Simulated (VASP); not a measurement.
# Sb (Fd-3m) in VASP: a series of runs, part 2 of 2

VASP 6.6.1.

### Step 3. Single point, LDA (volume scaled by 0.7)

File INCAR:

```
SYSTEM = Sb
ALGO = Normal
EDIFF = 1E-6
ENCUT = 520
GGA = CA
ISIF = 2
ISMEAR = -1
LASPH = .True.
LCHARG = .False.
LREAL = .False.
LWAVE = .False.
NBANDS = 12
NELM = 60
PREC = Accurate
SIGMA = 0.1
```

File KPOINTS:

```
k-points
0
Gamma
  10 10 10
  0 0 0
```

File POSCAR:

```
Sb
1.0
    0.0000000000      3.0245950436      3.0245950436
    3.0245950436      0.0000000000      3.0245950436
    3.0245950436      3.0245950436      0.0000000000
Sb
2
Direct
   -0.1250000000     -0.1250000000     -0.1250000000
    0.1250000000      0.1250000000      0.1250000000
```

Potentials or basis: VASP PAW LDA potentials, release 64 (Sb).

On the command line:

```sh
> cat potpaw_LDA.64/Sb/POTCAR > POTCAR
> mpirun -np 1 vasp_std > vasp.out
```

Run time: 34 s. Hardware: 1 thread of AMD EPYC 7R13, shared host; peak memory 0.13 GiB.

The run converged. Its results:

```yaml
Free_energy: -7.2698 eV
Pressure: 28.1 GPa
Band_gap_on_the_k_mesh: zero (band 5 reaches 9.51 eV, above the bottom of band 6 at 7.34 eV)
```

Levels at points of the mesh, in eV from the Fermi level:
| k point | band 2 | band 3 | band 4 | band 5 | band 6 | band 7 | band 8 | band 9 |
| --- | --- | --- | --- | --- | --- | --- | --- | --- |
| (0.00, 0.00, 0.00) | -2.99 | -2.49 | -2.49 | -2.49 | 0.14 | 0.14 | 0.14 | 3.77 |
| (0.50, 0.00, 0.00) | -9.63 | -3.81 | -3.81 | -2.22 | 1.43 | 1.43 | 4.41 | 7.37 |
| (0.50, 0.50, 0.00) | -11.11 | -5.27 | -5.27 | -1.20 | -1.20 | 6.36 | 6.36 | 8.35 |

Caveat: spin-orbit coupling is left out, which moves the levels of the heavy elements.

### Step 4. Single point, LDA (volume scaled by 0.8)

File INCAR:

```
SYSTEM = Sb
PREC = Accurate
ENCUT = 520
EDIFF = 1E-7
ISMEAR = -1
SIGMA = 0.1
LREAL = .FALSE.
LASPH = .TRUE.
NELM = 60
ALGO = Normal
ISIF = 2
LWAVE = .FALSE.
LCHARG = .FALSE.
GGA = CA
NBANDS = 12
```

File KPOINTS:

```
Automatic mesh
0
G
  10 10 10
  0 0 0
```

File POSCAR:

```
Sb
1.0
    0.0000000000      3.1622622610      3.1622622610
    3.1622622610      0.0000000000      3.1622622610
    3.1622622610      3.1622622610      0.0000000000
Sb
2
Direct
   -0.1250000000     -0.1250000000     -0.1250000000
    0.1250000000      0.1250000000      0.1250000000
```

Potentials or basis: VASP PAW LDA potentials, release 64 (Sb).

On the command line:

```sh
> cat potpaw_LDA.64/Sb/POTCAR > POTCAR
> mpirun -np 1 vasp_std > vasp.out
```

OUTCAR:

```text
SYSTEM = Sb
   PREC = Accurate
   ENCUT = 520
   EDIFF = 1E-7
   ISMEAR = -1
   LREAL = .FALSE.
   LASPH = .TRUE.
   NELM = 60
   ISIF = 2
   GGA = CA

 ion  position               nearest neighbor table
   1  0.875  0.875  0.875-   2 2.74   2 2.74   2 2.74   2 2.74
   2  0.125  0.125  0.125-   1 2.74   1 2.74   1 2.74   1 2.74

  LATTYP: Found a face centered cubic cell.
 ALAT       =     6.3245245220

  Lattice vectors:

 A1 = (   0.0000000000,   3.1622622610,   3.1622622610)
 A2 = (   3.1622622610,   0.0000000000,   3.1622622610)
 A3 = (   3.1622622610,   3.1622622610,   0.0000000000)

Analysis of symmetry for initial positions (statically):
=====================================================================
 Subroutine PRICEL returns:
 Original cell was already a primitive cell.

 Routine SETGRP: Setting up the symmetry group for a
 face centered cubic supercell.

 Subroutine GETGRP returns: Found 48 space group operations
 (whereof 12 operations were pure point group operations)
 out of a pool of 48 trial point group operations.

The static configuration has the point symmetry D_3d.
 The point group associated with its full space group is O_h .

Analysis of symmetry for dynamics (positions and initial velocities):
=====================================================================
 Subroutine PRICEL returns:
 Original cell was already a primitive cell.

 Routine SETGRP: Setting up the symmetry group for a
 face centered cubic supercell.

 Subroutine GETGRP returns: Found 48 space group operations
 (whereof 12 operations were pure point group operations)
 out of a pool of 48 trial point group operations.

The dynamic configuration has the point symmetry D_3d.
 The point group associated with its full space group is O_h .

 Subroutine INISYM returns: Found 48 space group operations
 (whereof 12 operations are pure point group operations),
 and found     1 'primitive' translations
[... 120 lines left out ...]
   GGA     = CA    functional components
   LHFCALC =     F    Hartree Fock is set to
   AEXX    =    0.0000 exact exchange contribution
   IVDW    =     0    specifies the selected vdW correction
   LEPSILON=     F    determine dielectric tensor
   LRPA    =     F    only Hartree local field effects (RPA)
 non-spin polarized calculation
  energy-cutoff  :      520.00
  volume of cell :       63.24
 maximum number of plane-waves:      1724
 NGX is ok and might be reduce to    36
   NGX = 17   NGY = 17   NGZ = 17

 number of electron      10.0000000 magnetization

 Free energy of the ion-electron system (eV)
  ---------------------------------------------------
  ext. energy  EPLUGINS =         0.00000000
  ---------------------------------------------------
  free energy    TOTEN  =        -8.25943172 eV

  energy without entropy =       -8.21167715  energy(sigma->0) =       -8.23555444

 E-fermi :   6.7860     XC(G=0):  -9.3386

 val. band max:        6.7541558018   @ k =   0.3000   0.3000   0.0000
 cond. band min:       6.7878963829   @ k =   0.4000   0.3000   0.0000
 fundamental gap:      0.0337405811
 Fermi energy:         6.7859596316

 k-point     1 :       0.0000    0.0000    0.0000
  band No.  band energies     occupation
      1      -6.6800      2.00000
      2       2.9250      2.00000
      3       4.5573      2.00000
      4       4.5573      2.00000
      5       4.5573      2.00000
      6       7.1101      0.07530
      7       7.1101      0.07530
      8       7.1101      0.07530
      9      10.6237      0.00000
     10      13.2727      0.00000
     11      13.2727      0.00000
     12      14.2951      0.00000
[... 331 lines left out ...]
 k-point    24 :       0.4000    0.3000    0.0000
  band No.  band energies     occupation
      1      -5.1035      2.00000
      2      -1.7881      2.00000
      3       2.3217      2.00000
      4       2.5672      2.00000
      5       6.0223      1.99904
      6       6.7879      0.99032
      7      10.3812      0.00000
      8      10.7791      0.00000
      9      12.7043      0.00000
     10      14.6422      0.00000
     11      14.7302      0.00000
     12      16.4145      0.00000

 [... further k-points ...]

------------------------ aborting loop because EDIFF is reached ----------------------------------------

  FORCE on cell =-STRESS in cart. coord.  units (eV):
  Direction    XX          YY          ZZ          XY          YZ          ZX
  --------------------------------------------------------------------------------------
  -------------------------------------------------------------------------------------
  Total        5.3147565      5.3147565      5.3147565      0.0000000      0.0000000      0.0000000
  in kB      134.6388213    134.6388213    134.6388213      0.0000000      0.0000000      0.0000000
  external PRESSURE =     134.6388213 kB  Pullay stress =       0.0000000 kB

 VOLUME and BASIS-vectors are now :
 -----------------------------------------------------------------------------
  energy-cutoff  :      520.00
  volume of cell :       63.24
      direct lattice vectors                 reciprocal lattice vectors
     0.000000000  3.162262261  3.162262261    -0.158114653  0.158114653  0.158114653
     3.162262261  0.000000000  3.162262261     0.158114653 -0.158114653  0.158114653
     3.162262261  3.162262261  0.000000000     0.158114653  0.158114653 -0.158114653

 POSITION                                       TOTAL-FORCE (eV/Angst)
 -----------------------------------------------------------------------------------
      5.53396      5.53396      5.53396        -0.000000     -0.000000     -0.000000
      0.79057      0.79057      0.79057         0.000000      0.000000      0.000000
 -----------------------------------------------------------------------------------
    total drift:                               -0.000000      0.000000      0.000000

  FREE ENERGIE OF THE ION-ELECTRON SYSTEM (eV)
  ---------------------------------------------------
  free  energy   TOTEN  =        -8.2594317223 eV

  energy  without entropy=       -8.2116771547  energy(sigma->0) =       -8.23555444
```

It took 59 s on 1 thread of AMD EPYC 7R13, shared host; peak memory 0.15 GiB.

Results:

| Quantity | Value |
| --- | --- |
| Free energy | -8.2594 eV |
| Pressure | 13.5 GPa |
| Band gap on the k mesh | zero (band 5 reaches 7.71 eV, above the bottom of band 6 at 5.90 eV) |

Caveat: spin-orbit coupling is left out, which moves the levels of the heavy elements.

### Step 5. Single point, LDA (volume scaled by 0.8)

File INCAR:

```
SYSTEM = Sb
PREC     = Accurate       ! precision mode
ENCUT    = 520            ! plane-wave cutoff, eV
EDIFF    = 1E-6           ! SCF threshold, eV
ISMEAR   = -1             ! smearing method
SIGMA    = 0.1            ! smearing width, eV
LREAL    = .FALSE.        ! projectors in reciprocal space
LASPH    = .TRUE.         ! aspherical terms in the spheres
NELM     = 100            ! most SCF steps
ALGO     = Normal         ! electronic algorithm
ISIF     = 2              ! what is computed and relaxed
LWAVE    = .FALSE.        ! write WAVECAR
LCHARG   = .TRUE.         ! write CHGCAR
LELF     = .TRUE.         ! ELF
LVHAR    = .TRUE.       
NBANDS   = 12             ! bands
```

KPOINTS is that of step 4.

POSCAR is that of step 4.

On the command line:

```sh
> cat potpaw_LDA.64/Sb/POTCAR > POTCAR
> mpirun -np 1 vasp_std > vasp.out
```

Wall time 49 s (1 thread of AMD EPYC 7R13, shared host); peak memory 0.15 GiB.

Results (log left out):

| Item | Value |
| --- | --- |
| Free energy | -8.2594 eV |
| Pressure | 13.5 GPa |
| Band gap on the k mesh | zero (band 5 reaches 7.71 eV, above the bottom of band 6 at 5.90 eV) |

Levels at points of the mesh, in eV from the Fermi level:
```
           k point  band 1  band 2  band 3  band 4  band 5  band 6  band 7  band 8  band 9  band 10
(0.00, 0.00, 0.00)  -13.47   -3.86   -2.23   -2.23   -2.23    0.32    0.32    0.32    3.84     6.49
(0.50, 0.00, 0.00)  -11.92   -8.94   -3.34   -3.34   -2.30    1.54    1.54    4.61    6.82     6.95
(0.50, 0.50, 0.00)  -10.41  -10.41   -4.57   -4.57   -0.89   -0.89    5.64    5.64    7.49     7.49
```

Caveat: spin-orbit coupling is left out, which moves the levels of the heavy elements.

### Step 6. The runs side by side

| cell | gap on the mesh (eV) | pressure (GPa) |
| --- | --- | --- |
| a = 4.063 Å, angles 60.0°, 2 atoms | none | 55.5 |
| a = 4.277 Å, angles 60.0°, 2 atoms | none | 28.1 |
| a = 4.472 Å, angles 60.0°, 2 atoms | none | 13.5 |

Alike in all rows: task single point; level LDA; potentials or basis VASP PAW LDA potentials, release 64 (Sb); no spin polarisation; k mesh 10 × 10 × 10; cutoff (eV) 520; smearing fermi-dirac 0.1 eV.

Caveats: spin-orbit coupling is left out, which moves the levels of the heavy elements.

Absolute energies hang on the potentials; compare differences alone.
